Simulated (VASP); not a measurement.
Here is a VASP 6.6.1 calculation.

The input INCAR:

```
SYSTEM = BeS
PREC = Accurate
ENCUT = 600
EDIFF = 1E-6
ISMEAR = -1
SIGMA = 0.03
LREAL = .FALSE.
LASPH = .TRUE.
NELM = 120
ALGO = Normal
ISIF = 2
LWAVE = .FALSE.
LCHARG = .TRUE.
GGA = PE
LELF = .TRUE.
LVHAR = .TRUE.
NBANDS = 11
GGA_COMPAT = .FALSE.
```

KPOINTS

```
regular mesh
0
G
  5 5 5
  0 0 0
```

The input POSCAR:

```
BeS
1.0
    0.0000000000      2.4250000000      2.4250000000
    2.4250000000      0.0000000000      2.4250000000
    2.4250000000      2.4250000000      0.0000000000
S Be
1 1
Direct
    0.7500000000      0.7500000000      0.7500000000
    0.0000000000      0.0000000000      0.0000000000
```

Potentials or basis: VASP PAW PBE potentials, release 64 (S, Be).

Launch:

```sh
$ cat potpaw_PBE.64/S/POTCAR potpaw_PBE.64/Be/POTCAR > POTCAR
$ mpirun -np 1 vasp_std > vasp.out
```

**Question.** What does it give for the pressure?

**Answer.** 1.7 GPa.

**Question.** Estimate the band gap on the k mesh.

**Answer.** 3.40 eV, indirect (least direct gap 5.67 eV).

Caveat: the k points lie up to 0.45 Å⁻¹ apart. Expect the measured gap to be larger: semilocal functionals such as PBE lack the derivative discontinuity.
